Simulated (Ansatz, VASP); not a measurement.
**One calculation of Hf, two programs**

```xyz
2
Lattice="3.1604 0.0000 0.0000 -1.5802 2.7370 0.0000 0.0000 0.0000 4.9959" Properties=species:S:1:pos:R:3 pbc="T T T"
Hf    0.0000    1.8247    1.2490
Hf    1.5802    0.9123    3.7469
```

Alike in both runs: functional PBEsol; k mesh 15 × 15 × 8; occupations gaussian, width 0.1 eV; no spin polarisation.

Ansatz relaxed the structure, and its values are those at the end. VASP's run is a single point on that final structure, the one shown.

|  | VASP | Ansatz |
| --- | --- | --- |
| version | VASP 6.6.1 | Ansatz 0.2.0 |
| potentials or method | VASP PAW PBE potentials, release 64 (Hf_pv), cutoff 520 eV | scalar-relativistic, plane waves, PAW |
| valence electrons in the cell | 20 | 52 |

```csv
,VASP,Ansatz,Ansatz less VASP
gap on the k mesh at the Fermi level (eV),none,none,-
pressure (GPa),-0.4,0.0,+0.38
```

VASP's potentials were made for PBE, not for PBEsol. A gap of «none» marks a metal or a gap that the smearing closes. VASP's potentials hold 20 valence electrons a cell and Ansatz's 52, so a difference there can come from the potentials and not from the codes.

Neither program's run includes spin-orbit coupling.
